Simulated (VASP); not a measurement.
Here is a VASP 6.6.1 calculation.

Contents of INCAR:

```
SYSTEM = NbSb
ALGO = Normal
EDIFF = 1E-7
ENCUT = 520
GGA = PE
ISIF = 2
ISMEAR = 0
LASPH = .TRUE.
LCHARG = .FALSE.
LREAL = .FALSE.
LWAVE = .FALSE.
NBANDS = 16
NELM = 60
PREC = Accurate
SIGMA = 0.05
```

The input KPOINTS:

```
k-points
0
G
  6 6 6
  0 0 0
```

The input POSCAR:

```
NbSb
1.0
    0.0000000000      3.0016607102      3.0016607102
    3.0016607102      0.0000000000      3.0016607102
    3.0016607102      3.0016607102      0.0000000000
Nb Sb
1 1
Direct
    0.0000000000      0.0000000000      0.0000000000
    0.2500000000      0.2500000000      0.2500000000
```

Potentials or basis: VASP PAW PBE potentials, release 64 (Nb_sv, Sb).

Launch:

```sh
$ cat potpaw_PBE.64/Nb_sv/POTCAR potpaw_PBE.64/Sb/POTCAR > POTCAR
$ mpirun -np 1 vasp_std > vasp.out
```

Q: Estimate the pressure.

A: 12.8 GPa.

Q: Estimate the band gap on the k mesh.

A: Zero (bands 9 and 10 overlap by 0.36 eV).

Caveat: the cell stands under pressure; spin-orbit coupling is left out, which moves the levels of the heavy elements.
